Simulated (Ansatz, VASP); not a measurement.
ZnS: VASP beside Ansatz

```
Zn S
1.0
     0.00000    2.76035    2.76035
     2.76035    0.00000    2.76035
     2.76035    2.76035    0.00000
Zn S
1 1
Direct
  0.00000 0.00000 0.00000
  0.25000 0.25000 0.25000
```

Change from the starting cell: volume scaled by 1.06, ions relaxed.

Alike in both runs: task relaxation of the atoms; functional PBE; k mesh 14 × 14 × 14; occupations fermi-dirac, width 0.02 eV; no spin polarisation.

```csv
,VASP,Ansatz
version,VASP 6.6.1,Ansatz 0.2.0
potentials or method,"VASP PAW PBE potentials, release 64 (Zn, S)","plane-wave PAW, scalar-relativistic"
plane-wave cutoff (eV),520,420
valence electrons in the cell,18,18
```

```csv
,VASP,Ansatz,Ansatz less VASP
"gap on the k mesh at the Fermi level, each at its own relaxed structure (eV)",1.84,1.84,-0.002
```

Ansatz's warnings: stress scf threshold loose.

Noted on VASP's run: the relaxation stopped at its first step, so nothing moved.
